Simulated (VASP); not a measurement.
Input of a VASP 6.6.1 run:

File INCAR:

```
SYSTEM = TiO2
PREC = Accurate
ENCUT = 520
EDIFF = 1E-6
ISMEAR = 0
SIGMA = 0.05
LREAL = .FALSE.
LASPH = .TRUE.
NELM = 150
ALGO = Normal
ISIF = 2
LWAVE = .FALSE.
LCHARG = .FALSE.
LMAXMIX = 4
LDAU = .TRUE.
LDAUTYPE = 2
LDAUL = 2 -1
LDAUU = 4 0
LDAUJ = 0 0
LDAUPRINT = 1
GGA = PE
NBANDS = 33
```

Contents of KPOINTS:

```
Automatic mesh
0
G
  6 6 6
  0 0 0
```

The input POSCAR:

```
TiO2
1.0
    2.6847502805     -2.6848248863     -0.0200337111
    2.6847502805      2.6848248863     -0.0200337111
   -2.6483287093      0.0000000000      4.8834674903
Ti O
2 4
Direct
    0.1250069486      0.8749930514      0.2500000000
    0.8749930514      0.1250069486      0.7500000000
    0.3332902468      0.0833135221      0.6665902155
    0.6667097532      0.9166864779      0.3334097845
    0.9166864779      0.6667097532      0.8334097845
    0.0833135221      0.3332902468      0.1665902155
```

Potentials or basis: VASP PAW PBE potentials, release 64 (Ti_sv, O).

Launch:

```sh
$ cat potpaw_PBE.64/Ti_sv/POTCAR potpaw_PBE.64/O/POTCAR > POTCAR
$ mpirun -np 1 vasp_std > vasp.out
```

Predict the largest force.

0.205 eV/Å.

Estimate the band gap on the k mesh.

2.64 eV (least direct gap 2.99 eV).

Eigenvalues of the final occupation matrices:
```csv
site,spin,trace,eigenvalues
site 1 d,1,0.80,0.10 0.10 0.11 0.24 0.25
site 1 d,2,0.80,0.10 0.10 0.11 0.24 0.25
site 2 d,1,0.80,0.10 0.10 0.11 0.24 0.25
site 2 d,2,0.80,0.10 0.10 0.11 0.24 0.25
```

Caveat: the cell differs from its parent crystal (atoms shifted along a free coordinate). A k mesh can miss the band edges.
